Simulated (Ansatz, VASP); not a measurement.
**Cu2BiS2 in VASP and in Ansatz**

POSCAR

```
Cu2BiS2
1.0
    0.0000000000      3.8684620000      0.0000000000
    3.8684620000      0.0000000000      0.0000000000
    1.9342310000      1.9342310000     -6.8513590000
Bi Cu S
1 2 2
Direct
    0.0000000000      0.0000000000      0.0000000000
    0.7500000000      0.2500000000      0.5000000000
    0.2500000000      0.7500000000      0.5000000000
    0.3600000000      0.3600000000      0.2800000000
    0.6400000000      0.6400000000      0.7200000000
```

INCAR.step1

```
SYSTEM = Cu2BiS2
PREC = Accurate
ENCUT = 520
EDIFF = 1E-5
ISMEAR = -1
SIGMA = 0.0437
LREAL = .False.
LASPH = .True.
NELM = 80
ALGO = Normal
ISIF = 2
LWAVE = .True.
LCHARG = .False.
NBANDS = 32
GGA = PE
LUSENCCL = .False.
```

Contents of INCAR.step2:

```
SYSTEM = Cu2BiS2
PREC = Accurate
ENCUT = 520
EDIFF = 1E-6
ISMEAR = -1
SIGMA = 0.0437
LREAL = .False.
LASPH = .True.
NELM = 80
ALGO = Normal
ISIF = 2
LWAVE = .False.
LCHARG = .False.
GGA = PE
LHFCALC = .True.
HFSCREEN = 0.2079
PRECFOCK = Fast
NBANDS = 32
ISTART = 1
LUSENCCL = .False.
```

File KPOINTS:

```
Automatic mesh
0
Gamma
  3 3 3
  0 0 0
```

Input for Ansatz:

```yaml
crystal:
  lattice:
    - [0.0, 3.868462, 0.0]
    - [3.868462, 0.0, 0.0]
    - [1.934231, 1.934231, -6.851359]
  atoms:
    - { symbol: Bi, position: [0.0, 0.0, 0.0] }
    - { symbol: Cu, position: [0.75, 0.25, 0.5] }
    - { symbol: Cu, position: [0.25, 0.75, 0.5] }
    - { symbol: S, position: [0.36, 0.36, 0.28] }
    - { symbol: S, position: [0.64, 0.64, 0.72] }
  symmetry: { tolerance: 0.0003 }
kpoints:
  mp_grid: { grid: [3, 3, 3], shift: [0, 0, 0] }
magnetization:
  spin_polarized: false
scf:
  occupations: { method: fermi_dirac, width: 0.0437 }
hamiltonian:
  pseudopotentials: { kind: paw }
  xc: hse06
basis:
  ecutwfc: 420
  fft_grid_basis: typed
output:
  forces: true
  stress: true
  eigenvalues: true
  bader: true
  populations: true
  elf: true
  write_potential: true
  volumetric_format: npy
  dos:
    e_range: [-12, 8]
    de: 0.05
    projected: { site_lists: { Bi: [Bi], Cu: [Cu], S: [S] } }
  write_density: true
```

Alike in both runs: task single point; functional HSE06; k mesh 3 × 3 × 3; occupations fermi-dirac, width 0.0437 eV; no spin polarisation.

|  | VASP | Ansatz |
| --- | --- | --- |
| version | VASP 6.6.1 | Ansatz 0.2.0 |
| potentials or method | VASP PAW PBE potentials, release 64 (Bi_d, Cu, S), cutoff 520 eV | PAW plane waves |
| valence electrons in the cell | 49 | 65 |

|  | VASP | Ansatz | Ansatz less VASP |
| --- | --- | --- | --- |
| pressure (GPa) | -7.0 | -6.9 | +0.11 |
| traceless stress, the component that is largest in VASP (GPa) | 0.34 | 0.32 | -0.013 |
| rms of the force components (eV/Å) | 0.080 | 0.077 | -0.0034 |

Atom by atom the forces differ by 0.003 eV/Å (rms over components). The functional is the same, so the differences come from potentials, cutoffs and numerics. VASP's potentials hold 49 valence electrons a cell and Ansatz's 65, so a difference there can come from the potentials and not from the codes. Ansatz's warnings: filled band counts differ across k points, stress exchange threshold loose, stress scf threshold loose.

The k mesh is coarse, so the values compare programs but aren't converged. Spin-orbit coupling is off throughout.
